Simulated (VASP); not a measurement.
Runs of VASP 6.6.1 on SiSe. The structure is that of space group F-43m (No. 216), or close to it. The cells are those of the table. 

```tsv
task	cell	k mesh	cutoff (eV)	gap on the mesh (eV)	pressure (GPa)
relaxation of cell and atoms	relaxed from a = 4.016 Å, angles 60.0°, 2 atoms	6 × 6 × 6	600	none	0.0
single point	a = 4.016 Å, angles 60.0°, 2 atoms	6 × 6 × 6	520	none	11.7
single point	a = 4.321 Å, angles 60.0°, 2 atoms	16 × 16 × 16	520	none	(a)
single point	a = 4.330 Å, angles 60.0°, 2 atoms	6 × 6 × 6	520	none	0.0
```

Alike in all rows: level r2SCAN; potentials or basis VASP PAW PBE potentials, release 64 (Si, Se); no spin polarisation; smearing gaussian 0.1 eV.

Question: Fill in the values left out.

Answer: (a) -0.1.

Caveats: the PAW data sets were made with another functional, which shifts forces and pressure a little.

A k mesh can miss the band edges, and the runs leave out spin-orbit coupling on Se.

A gap of «none» marks levels without a gap at the run's occupations.
